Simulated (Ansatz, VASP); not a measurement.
**Two plane-wave programs on Hf**

```
CELL_PARAMETERS angstrom
0.00000 2.22000 2.22000
2.44200 0.00000 2.22000
2.44200 2.22000 0.00000
ATOMIC_POSITIONS crystal
Hf 0.00000 0.00000 0.00000
```

Change from the starting cell: strain +0.1000 x Voigt [1, 0, 0, 0, 0, 0], atoms carried along.

Alike in both runs: task single point; functional LDA; k mesh 18 × 18 × 18; occupations gaussian, width 0.15 eV; no spin polarisation.

|  | VASP | Ansatz |
| --- | --- | --- |
| version | VASP 6.6.1 | Ansatz 0.2.0 |
| potentials or method | VASP PAW LDA potentials, release 64 (Hf_pv), cutoff 520 eV | scalar-relativistic, plane waves, PAW |
| valence electrons in the cell | 10 | 26 |

|  | VASP | Ansatz | Ansatz less VASP |
| --- | --- | --- | --- |
| gap on the k mesh at the Fermi level (eV) | none | none | - |
| pressure (GPa) | -13.4 | -13.3 | +0.08 |
| traceless stress, the component that is largest in VASP (GPa) | -2.93 | -2.95 | -0.020 |

LDA's correlation is that of Perdew and Zunger in VASP and of Perdew and Wang (1992) in Ansatz. A gap of «none» marks a metal or a gap that the smearing closes. VASP's potentials hold 10 valence electrons a cell and Ansatz's 26, so a difference there can come from the potentials and not from the codes.

Spin-orbit coupling is off throughout.
